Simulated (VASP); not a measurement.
# Sn (I4/mmm) in VASP: notebook, part 2 of 2

VASP 6.6.1.

## 4. Single point, r2SCAN

This run uses another cell than the first one, of 28.86 Å³/atom, 1.093 times its volume.

Input file POSCAR:

```
Sn
1.0
   -1.9514915600      1.9514915600      1.8946520000
    1.9514915600     -1.9514915600      1.8946520000
    1.9514915600      1.9514915600     -1.8946520000
Sn
1
Direct
    0.0000000000      0.0000000000      0.0000000000
```

Input file INCAR.step1:

```
PREC     = Accurate       # precision mode
ENCUT    = 520            # plane-wave cutoff, eV
ISMEAR   = -1             # smearing method
SIGMA    = 0.1            # smearing width, eV
LREAL    = F              # projectors in reciprocal space
LASPH    = T              # aspherical terms in the spheres
NELM     = 60             # most SCF steps
NBANDS   = 13             # bands
GGA      = PE             # functional
ALGO     = Normal         # electronic algorithm
EDIFF    = 1E-4           # SCF threshold, eV
LWAVE    = T              # write WAVECAR
LCHARG   = F              # write CHGCAR
```

Input file INCAR.step2:

```
PREC     = Accurate       # precision mode
ENCUT    = 520            # plane-wave cutoff, eV
EDIFF    = 1E-7           # SCF threshold, eV
ISMEAR   = -1             # smearing method
SIGMA    = 0.1            # smearing width, eV
LREAL    = F              # projectors in reciprocal space
LASPH    = T              # aspherical terms in the spheres
NELM     = 60             # most SCF steps
ALGO     = Normal         # electronic algorithm
ISIF     = 2              # what is computed and relaxed
LWAVE    = F              # write WAVECAR
LCHARG   = T              # write CHGCAR
METAGGA  = R2SCAN         # meta-GGA
LMIXTAU  = T            
LELF     = T              # ELF
LVHAR    = T            
NBANDS   = 13             # bands
ISTART   = 1
```

Input file KPOINTS:

```
Automatic mesh
0
Gamma
  13 13 13
```

Potentials or basis: VASP PAW PBE potentials, release 64 (Sn_d).

The run is started by

```console
$ cat potpaw_PBE.64/Sn_d/POTCAR > POTCAR
$ cp INCAR.step1 INCAR
$ mpirun -np 1 vasp_std > vasp.out
$ cp INCAR.step2 INCAR
$ mpirun -np 1 vasp_std > vasp.out
```

OUTCAR:

```text
PREC = Accurate
   ENCUT = 520
   EDIFF = 1E-7
   ISMEAR = -1
   LREAL = F
   LASPH = T
   NELM = 60
   ISIF = 2
   METAGGA = R2SCAN
   ISTART = 1

 ion  position               nearest neighbor table
   1  0.000  0.000  0.000-

  LATTYP: Found a body centered tetragonal cell.
 ALAT       =     3.9029831200
 C/A-ratio  =     0.9708737864

  Lattice vectors:

 A1 = (  -1.9514915600,   1.9514915600,   1.8946520000)
 A2 = (   1.9514915600,  -1.9514915600,   1.8946520000)
 A3 = (   1.9514915600,   1.9514915600,  -1.8946520000)

Analysis of symmetry for initial positions (statically):
=====================================================================
 Subroutine PRICEL returns:
 Original cell was already a primitive cell.

 Routine SETGRP: Setting up the symmetry group for a
 body centered tetragonal supercell.

 Subroutine GETGRP returns: Found 16 space group operations
 (whereof 16 operations were pure point group operations)
 out of a pool of 16 trial point group operations.

The static configuration has the point symmetry D_4h.

Analysis of symmetry for dynamics (positions and initial velocities):
=====================================================================
 Subroutine PRICEL returns:
 Original cell was already a primitive cell.

 Routine SETGRP: Setting up the symmetry group for a
 body centered tetragonal supercell.

 Subroutine GETGRP returns: Found 16 space group operations
 (whereof 16 operations were pure point group operations)
 out of a pool of 16 trial point group operations.

The dynamic configuration has the point symmetry D_4h.

 Subroutine INISYM returns: Found 16 space group operations
 (whereof 16 operations are pure point group operations),
 and found     1 'primitive' translations

----------------------------------------------------------------------------------------
[... 115 lines left out ...]
   LORBIT       =      0    0 simple, 1 ext, 2 COOP (PROOUT), +10 PAW based schemes
   METAGGA = R2SCAN    functional components
   LHFCALC =     F    Hartree Fock is set to
   AEXX    =    0.0000 exact exchange contribution
   IVDW    =     0    specifies the selected vdW correction
   LEPSILON=     F    determine dielectric tensor
   LRPA    =     F    only Hartree local field effects (RPA)
 non-spin polarized calculation
  energy-cutoff  :      520.00
  volume of cell :       28.86
 maximum number of plane-waves:       795
 NGX is ok and might be reduce to    28
   NGX = 13   NGY = 13   NGZ = 13

 number of electron      14.0000004 magnetization

 Free energy of the ion-electron system (eV)
  ---------------------------------------------------
  ext. energy  EPLUGINS =         0.00000000
  ---------------------------------------------------
  free energy    TOTEN  =       -24.49369232 eV

  energy without entropy =      -24.47262862  energy(sigma->0) =      -24.48316047

 E-fermi :   7.2828     XC(G=0): -10.9389

 val. band max:        7.2814092101   @ k =  -0.3846  -0.3846   0.3846
 cond. band min:       7.2924521533   @ k =  -0.3846   0.1538   0.0000
 fundamental gap:      0.0110429433
 Fermi energy:         7.2827991036

 k-point     1 :       0.0000    0.0000    0.0000
  band No.  band energies     occupation
      1     -14.9145      2.00000
      2     -14.9085      2.00000
      3     -14.9085      2.00000
      4     -14.7915      2.00000
      5     -14.7764      2.00000
      6      -3.8847      2.00000
      7      15.1022      0.00000
      8      15.1022      0.00000
      9      15.3090      0.00000
     10      19.7065      0.00000
     11      20.0079      0.00000
     12      20.0079      0.00000
     13      20.3148      0.00000
[... 354 lines left out ...]
  band No.  band energies     occupation
      1     -14.9351      2.00000
      2     -14.8769      2.00000
      3     -14.7984      2.00000
      4     -14.7904      2.00000
      5     -14.7273      2.00000
      6       0.8078      2.00000
      7       3.7495      2.00000
      8       8.4628      0.00002
      9      11.7948      0.00000
     10      16.4032      0.00000
     11      19.1970      0.00000
     12      21.6680      0.00000
     13      22.4187      0.00000

 [... further k-points ...]

------------------------ aborting loop because EDIFF is reached ----------------------------------------

  FORCE on cell =-STRESS in cart. coord.  units (eV):
  Direction    XX          YY          ZZ          XY          YZ          ZX
  --------------------------------------------------------------------------------------
  -------------------------------------------------------------------------------------
  Total       -0.4840519     -0.4840519     -0.6242899      0.0000000     -0.0000000      0.0000000
  in kB      -26.8707445    -26.8707445    -34.6556562      0.0000000     -0.0000000      0.0000000
  external PRESSURE =     -29.4657151 kB  Pullay stress =       0.0000000 kB

 VOLUME and BASIS-vectors are now :
 -----------------------------------------------------------------------------
  energy-cutoff  :      520.00
  volume of cell :       28.86
      direct lattice vectors                 reciprocal lattice vectors
    -1.951491560  1.951491560  1.894652000     0.000000000  0.256214277  0.263900706
     1.951491560 -1.951491560  1.894652000     0.256214277  0.000000000  0.263900706
     1.951491560  1.951491560 -1.894652000     0.256214277  0.256214277  0.000000000

 POSITION                                       TOTAL-FORCE (eV/Angst)
 -----------------------------------------------------------------------------------
      0.00000      0.00000      0.00000         0.000000      0.000000     -0.000000
 -----------------------------------------------------------------------------------
    total drift:                               -0.000000      0.000000      0.000000

  FREE ENERGIE OF THE ION-ELECTRON SYSTEM (eV)
  ---------------------------------------------------
  free  energy   TOTEN  =       -24.4936923195 eV

  energy  without entropy=      -24.4726286227  energy(sigma->0) =      -24.48316047
```

OSZICAR.step1:

```text
N       E                     dE             d eps       ncg     rms          rms(c)
DAV:   1     0.820170834196E+02    0.82017E+02   -0.71955E+03  5234   0.158E+03
DAV:   2     0.215502609374E+01   -0.79862E+02   -0.77434E+02  5461   0.343E+02
DAV:   3    -0.366370811141E+01   -0.58187E+01   -0.57973E+01  6037   0.745E+01
DAV:   4    -0.378634200923E+01   -0.12263E+00   -0.12260E+00  6014   0.116E+01
DAV:   5    -0.379061817829E+01   -0.42762E-02   -0.42761E-02  6655   0.214E+00    0.118E+00
DAV:   6    -0.378218375904E+01    0.84344E-02   -0.10105E-02  6516   0.165E+00    0.656E-01
DAV:   7    -0.377964894362E+01    0.25348E-02   -0.65641E-03  6361   0.127E+00    0.916E-02
DAV:   8    -0.377955888824E+01    0.90055E-04   -0.65740E-04  6236   0.419E-01
   1 F= -.37795589E+01 E0= -.37689053E+01  d E =-.213073E-01
```

Run time: 3.8 min. Hardware: 1 thread of AMD EPYC 9R45 (Zen 5), shared host; peak memory 0.18 GiB.

Results:

| Property | Result |
| --- | --- |
| Free energy | -24.4937 eV |
| Pressure | -2.9 GPa |
| Band gap on the k mesh | zero (band 7 reaches 15.10 eV, above the bottom of band 8 at 5.05 eV) |

Stress tensor (GPa, compression positive):
```
-2.69  0.00  0.00
 0.00 -2.69  0.00
 0.00  0.00 -3.47
```

Caveat: the PAW data sets were made with another functional, which shifts forces and pressure a little; spin-orbit coupling is left out, which moves the levels of the heavy elements.

## 5. The runs side by side

| cell | gap on the mesh (eV) | pressure (GPa) |
| --- | --- | --- |
| a = 3.249 Å, angles 109.9, 109.9, 108.7°, 1 atom | none | 1.2 |
| a = 3.315 Å, angles 109.1, 109.1, 110.3°, 1 atom | none | -1.8 |
| a = 3.348 Å, angles 108.7, 108.7, 111.1°, 1 atom | none | -2.9 |

Alike in all rows: task single point; level r2SCAN; potentials or basis VASP PAW PBE potentials, release 64 (Sn_d); no spin polarisation; k mesh 13 × 13 × 13; cutoff (eV) 520; smearing fermi-dirac 0.1 eV.

Caveats: the PAW data sets were made with another functional, which shifts forces and pressure a little; spin-orbit coupling is left out, which moves the levels of the heavy elements.

Total energies depend on the potentials used, so only differences within one code and one set of settings carry meaning.
